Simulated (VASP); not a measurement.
# MoS2 in VASP: a series of runs, part 3 of 3

VASP 6.6.1. Earlier steps stand in the parts before.

## Step 5: Single point, PBE (volume scaled by 0.94)

The input, INCAR:

```
SYSTEM = MoS2
ALGO = Normal ; EDIFF = 1E-6
ENCUT = 520 ; GGA = PE
ISIF = 2 ; ISMEAR = -1
LASPH = .TRUE. ; LCHARG = .FALSE.
LREAL = .FALSE. ; LWAVE = .FALSE.
NBANDS = 20 ; NELM = 100
PREC = Accurate ; SIGMA = 0.05
```

The input, KPOINTS:

```
k-points
0
G
  10 10 2
  0 0 0
```

The input, POSCAR:

```
MoS2
1.0
    3.1191256785      0.0000000000      0.0000000000
   -1.5595628393      2.7012420752      0.0000000000
    0.0000000000      0.0000000000     16.9807333112
Mo S
1 2
Direct
    0.0000000000      0.0000000000      0.0000000000
    0.3333333333      0.6666666667      0.9105070200
    0.3333333333      0.6666666667      0.0894929800
```

Potentials or basis: VASP PAW PBE potentials, release 64 (Mo_sv, S).

Launch:

```
$ cat potpaw_PBE.64/Mo_sv/POTCAR potpaw_PBE.64/S/POTCAR > POTCAR
$ mpirun -np 1 vasp_std > vasp.out
```

OUTCAR:

```text
SYSTEM = MoS2
   EDIFF = 1E-6
   ENCUT = 520
   GGA = PE
   ISIF = 2
   ISMEAR = -1
   LASPH = .TRUE.
   LREAL = .FALSE.
   NELM = 100
   PREC = Accurate

 ion  position               nearest neighbor table
   1  0.000  0.000  0.000-   2 2.36   3 2.36   2 2.36   3 2.36   2 2.36   3 2.36
   2  0.333  0.667  0.911-   1 2.36   1 2.36   1 2.36
   3  0.333  0.667  0.089-   1 2.36   1 2.36   1 2.36

  LATTYP: Found a hexagonal cell.
 ALAT       =     3.1191256785
 C/A-ratio  =     5.4440683260

  Lattice vectors:

 A1 = (   3.1191256785,   0.0000000000,   0.0000000000)
 A2 = (  -1.5595628393,   2.7012420752,   0.0000000000)
 A3 = (   0.0000000000,   0.0000000000,  16.9807333112)

Analysis of symmetry for initial positions (statically):
=====================================================================
 Subroutine PRICEL returns:
 Original cell was already a primitive cell.

 Routine SETGRP: Setting up the symmetry group for a
 hexagonal supercell.

 Subroutine GETGRP returns: Found 12 space group operations
 (whereof 12 operations were pure point group operations)
 out of a pool of 24 trial point group operations.

The static configuration has the point symmetry D_3h.

Analysis of symmetry for dynamics (positions and initial velocities):
=====================================================================
 Subroutine PRICEL returns:
 Original cell was already a primitive cell.

 Routine SETGRP: Setting up the symmetry group for a
 hexagonal supercell.

 Subroutine GETGRP returns: Found 12 space group operations
 (whereof 12 operations were pure point group operations)
 out of a pool of 24 trial point group operations.

The dynamic configuration has the point symmetry D_3h.

 Subroutine INISYM returns: Found 12 space group operations
 (whereof 12 operations are pure point group operations),
 and found     1 'primitive' translations

----------------------------------------------------------------------------------------

                                     Primitive cell

  volume of cell :     143.0714

  direct lattice vectors                    reciprocal lattice vectors
     3.119125679  0.000000000  0.000000000     0.320602663  0.185100034  0.000000000
    -1.559562839  2.701242075  0.000000000     0.000000000  0.370200068  0.000000000
     0.000000000  0.000000000 16.980733311     0.000000000  0.000000000  0.058890272

  length of vectors
     3.119125679  3.119125679 16.980733311     0.370200068  0.370200068  0.058890272

  position of ions in fractional coordinates (direct lattice)
     0.000000000  0.000000000  0.000000000
     0.333333333  0.666666667  0.910507020
     0.333333333  0.666666667  0.089492980

  ion indices of the primitive-cell ions
   primitive index   ion index
                 1           1
                 2           2
                 3           3

----------------------------------------------------------------------------------------

 KPOINTS: k-points

Automatic generation of k-mesh.
 Grid dimensions read from file:
 generate k-points for:   10   10    2

 Generating k-lattice:

  Cartesian coordinates                     Fractional coordinates (reciprocal lattice)
     0.032060266  0.018510003  0.000000000     0.100000000  0.000000000  0.000000000
     0.000000000  0.037020007  0.000000000     0.000000000  0.100000000  0.000000000
     0.000000000  0.000000000  0.029445136     0.000000000  0.000000000  0.500000000

  Length of vectors
     0.037020007  0.037020007  0.029445136

  Shift w.r.t. Gamma in fractional coordinates (k-lattice)
     0.000000000  0.000000000  0.000000000

 Subroutine IBZKPT returns following result:
 ===========================================

 Found     28 irreducible k-points:

 Following reciprocal coordinates:
            Coordinates               Weight
  0.000000  0.000000  0.000000      1.000000
  0.100000  0.000000  0.000000      6.000000
  0.200000  0.000000  0.000000      6.000000
  0.300000  0.000000  0.000000      6.000000
  0.400000  0.000000  0.000000      6.000000
  0.500000  0.000000  0.000000      3.000000
[... 16 lines left out ...]
  0.300000  0.100000  0.500000     12.000000
  0.400000  0.100000  0.500000     12.000000
 [... further k-points ...]
   k-points           NKPTS =     28   k-points in BZ     NKDIM =     28   number of bands    NBANDS=     20
   number of dos      NEDOS =    301   number of ions     NIONS =      3
   total plane-waves  NPLWV =  72576
   dimension x,y,z NGX =    24 NGY =   24 NGZ =  126
   dimension x,y,z NGXF=    48 NGYF=   48 NGZF=  252
   ions per type =               1   2
   NGX,Y,Z   is equivalent  to a cutoff of  12.79, 12.79, 12.34 a.u.
   NGXF,Y,Z  is equivalent  to a cutoff of  25.58, 25.58, 24.67 a.u.
 SYSTEM =  MoS2
   PREC   = accura    normal or accurate (medium, high low for compatibility)
   ISTART =      0    job   : 0-new  1-cont  2-samecut
   ICHARG =      2    charge: 1-file 2-atom 10-const
   ISPIN  =      1    spin polarized calculation?
   LNONCOLLINEAR =      F non collinear calculations
   LSORBIT =      F    spin-orbit coupling
   LASPH  =      T    aspherical Exc in radial PAW
   ENCUT  =  520.0 eV  38.22 Ry    6.18 a.u.   5.80  5.80 31.57*2*pi/ulx,y,z
   NELM   =    100;   NELMIN=  2; NELMDL= -5     # of ELM steps
   EDIFF  = 0.1E-05   stopping-criterion for ELM
   LREAL  =      F    real-space projection
   EDIFFG = 0.1E-04   stopping-criterion for IOM
   NSW    =      0    number of steps for IOM
   IBRION =     -1    ionic relax: 0-MD 1-quasi-New 2-CG
   NFREE  =      0    steps in history (QN), initial steepest desc. (CG)
   ISIF   =      2    stress and relaxation
   ISYM   =      2    0-nonsym 1-usesym 2-fastsym
   POTIM  = 0.5000    time-step for ionic-motion
   TEBEG  =    0.0;   TEEND  =   0.0 temperature during run
   PSTRESS=    0.0 pullay stress
   NELECT =      26.0000    total number of electrons
   NUPDOWN=      -1.0000    fix difference up-down
   EMIN   =  10.00;   EMAX   =-10.00  energy-range for DOS
   EFERMI =   0.00;   METHOD = LEGACY
   ISMEAR =    -1;   SIGMA  =   0.05  broadening in eV -4-tet -1-fermi 0-gaus
   EFERMI_NEDOS =   21; number of points for ismear=-14 and -15
   IALGO  =     38    algorithm
   IMIX   =      4    mixing-type and parameters
     AMIX     =   0.40;   BMIX     =  1.00
     AMIX_MAG =   1.60;   BMIX_MAG =  1.00
  volume/ion in A,a.u.               =      47.69       321.83
  Fermi-wavevector in a.u.,A,eV,Ry     =   0.927289  1.752322 11.699167  0.859864
  Thomas-Fermi vector in A             =   2.053343
   LORBIT       =      0    0 simple, 1 ext, 2 COOP (PROOUT), +10 PAW based schemes
   GGA     = PE    functional components
   LHFCALC =     F    Hartree Fock is set to
   AEXX    =    0.0000 exact exchange contribution
   IVDW    =     0    specifies the selected vdW correction
   LEPSILON=     F    determine dielectric tensor
   LRPA    =     F    only Hartree local field effects (RPA)
 non-spin polarized calculation
  energy-cutoff  :      520.00
  volume of cell :      143.07
 maximum number of plane-waves:      3888
 NGX is ok and might be reduce to    24
   NGX = 11   NGY = 11   NGZ = 63

 number of electron      26.0000003 magnetization

 Free energy of the ion-electron system (eV)
  ---------------------------------------------------
  ext. energy  EPLUGINS =         0.00000000
  ---------------------------------------------------
  free energy    TOTEN  =       -21.72968392 eV

  energy without entropy =      -21.72968392  energy(sigma->0) =      -21.72968392

 E-fermi :  -0.2130     XC(G=0):  -4.5431

 val. band max:       -1.1471194330   @ k =   0.0000   0.0000   0.0000
 cond. band min:       0.7712492953   @ k =   0.3000   0.3000   0.5000
 fundamental gap:      1.9183687283
 Fermi energy:        -0.2129562753

 k-point     1 :       0.0000    0.0000    0.0000
  band No.  band energies     occupation
      1     -61.9215      2.00000
      2     -36.1277      2.00000
      3     -35.8543      2.00000
      4     -35.8543      2.00000
      5     -15.6002      2.00000
      6     -14.0964      2.00000
[... 12 lines left out ...]
     19       4.5075      0.00000
     20       5.2806      0.00000

 k-point     2 :       0.1000    0.0000    0.0000
  band No.  band energies     occupation
      1     -61.9167      2.00000
      2     -36.1184      2.00000
      3     -35.9009      2.00000
      4     -35.8647      2.00000
      5     -15.4376      2.00000
      6     -14.0374      2.00000
[... 498 lines left out ...]
 k-point    24 :       0.4000    0.1000    0.5000
  band No.  band energies     occupation
      1     -61.8711      2.00000
      2     -36.3020      2.00000
      3     -36.0290      2.00000
      4     -35.9879      2.00000
      5     -13.5348      2.00000
      6     -13.3590      2.00000
[... 12 lines left out ...]
     19       7.4000      0.00000
     20       7.6142      0.00000

 [... further k-points ...]
[... 5 lines left out ...]
  --------------------------------------------------------------------------------------
  -------------------------------------------------------------------------------------
  Total        3.3965327      3.3965327      4.0118947     -0.0000000     -0.0000000      0.0000000
  in kB       38.0358881     38.0358881     44.9269858     -0.0000000     -0.0000000      0.0000000
  external PRESSURE =      40.3329207 kB  Pullay stress =       0.0000000 kB

 VOLUME and BASIS-vectors are now :
 -----------------------------------------------------------------------------
  energy-cutoff  :      520.00
  volume of cell :      143.07
      direct lattice vectors                 reciprocal lattice vectors
     3.119125679  0.000000000  0.000000000     0.320602663  0.185100034  0.000000000
    -1.559562839  2.701242075  0.000000000     0.000000000  0.370200068  0.000000000
     0.000000000  0.000000000 16.980733311     0.000000000  0.000000000  0.058890272

 POSITION                                       TOTAL-FORCE (eV/Angst)
 -----------------------------------------------------------------------------------
      0.00000      0.00000      0.00000        -0.000000      0.000000     -0.000000
     -0.00000      1.80083     15.46108         0.000000     -0.000000     -1.327479
     -0.00000      1.80083      1.51966        -0.000000      0.000000      1.327479
 -----------------------------------------------------------------------------------
    total drift:                                0.000000     -0.000000     -0.000000

  FREE ENERGIE OF THE ION-ELECTRON SYSTEM (eV)
  ---------------------------------------------------
  free  energy   TOTEN  =       -21.7296839224 eV

  energy  without entropy=      -21.7296839216  energy(sigma->0) =      -21.72968392
```

OSZICAR:

```text
N       E                     dE             d eps       ncg     rms          rms(c)
DAV:   1     0.162476659174E+03    0.16248E+03   -0.12577E+04  1392   0.109E+03
DAV:   2    -0.130700570206E+02   -0.17555E+03   -0.17151E+03  1520   0.257E+02
DAV:   3    -0.229496121500E+02   -0.98796E+01   -0.97943E+01  1472   0.542E+01
[... 14 lines left out ...]
DAV:  18    -0.217296593519E+02   -0.29303E-04   -0.19928E-06  1116   0.673E-03    0.993E-04
DAV:  19    -0.217296770630E+02   -0.17711E-04   -0.10281E-06  1144   0.346E-03    0.134E-03
DAV:  20    -0.217296822337E+02   -0.51707E-05   -0.29032E-07  1092   0.128E-03    0.356E-04
DAV:  21    -0.217296837726E+02   -0.15390E-05   -0.80300E-08   960   0.739E-04    0.345E-04
DAV:  22    -0.217296839224E+02   -0.14978E-06   -0.46749E-09   824   0.245E-04
   1 F= -.21729684E+02 E0= -.21729684E+02  d E =-.751730E-09
```

stdout:

```text
POSCAR found type information on POSCAR MoS
 POSCAR found :  2 types and       3 ions
 scaLAPACK will be used
 LDA part: xc-table for (Slater+PW92), standard interpolation
 POSCAR, INCAR and KPOINTS ok, starting setup
 FFT: planning ... GRIDC
 FFT: planning ... GRID_SOFT
 FFT: planning ... GRID
 WAVECAR not read
 entering main loop
```

It took 44 s on 1 thread of Intel Xeon 6975P-C (Granite Rapids), shared host; peak memory 0.28 GiB.

Results:

```yaml
Free_energy: -21.7297 eV
Largest_force: 1.327 eV/Å
Band_gap_on_the_k_mesh: 1.92 eV, indirect (least direct gap 2.10 eV)
```

Forces in eV/Å, atoms in the order of the input:
```
Mo   0.000  0.000  0.000
S    0.000  0.000 -1.327
S    0.000  0.000  1.327
```

Levels at points of the mesh, in eV from the valence-band top:
```
           k point  band 11  band 12  band 13  band 14  band 15  band 16
(0.00, 0.00, 0.00)    -1.64    -1.64     0.00     2.95     2.95     3.32
(0.50, 0.00, 0.00)    -1.91    -0.99    -0.67     2.43     3.00     4.12
(0.00, 0.00, 0.50)    -1.64    -1.64     0.00     2.95     2.95     3.32
(0.50, 0.00, 0.50)    -1.91    -0.99    -0.67     2.43     3.00     4.12
```

## Step 6: Overview

```tsv
level	potentials or basis	cell	gap on the mesh (eV)	largest force (eV/Å)
LDA	VASP PAW LDA potentials, release 64 (Mo_sv, S)	a = 3.247, b = 3.247, c = 17.675 Å, angles 90.0, 90.0, 120.0°, 3 atoms	1.59	1.24
r2SCAN	VASP PAW PBE potentials, release 64 (Mo_sv, S)	a = 3.184, b = 3.184, c = 17.335 Å, angles 90.0, 90.0, 120.0°, 3 atoms	1.83	0.02
LDA	VASP PAW LDA potentials, release 64 (Mo_sv, S)	a = 3.184, b = 3.184, c = 17.335 Å, angles 90.0, 90.0, 120.0°, 3 atoms	1.74	0.38
PBE	VASP PAW PBE potentials, release 64 (Mo_sv, S)	a = 3.119, b = 3.119, c = 16.981 Å, angles 90.0, 90.0, 120.0°, 3 atoms	1.92	1.33
```

Alike in all rows: task single point; no spin polarisation; k mesh 10 × 10 × 2; cutoff (eV) 520; smearing fermi-dirac 0.05 eV.

Caveats: the PAW data sets were made with another functional, which shifts forces and pressure a little (some runs).

Total energies depend on the potentials used, so only differences within one code and one set of settings carry meaning.
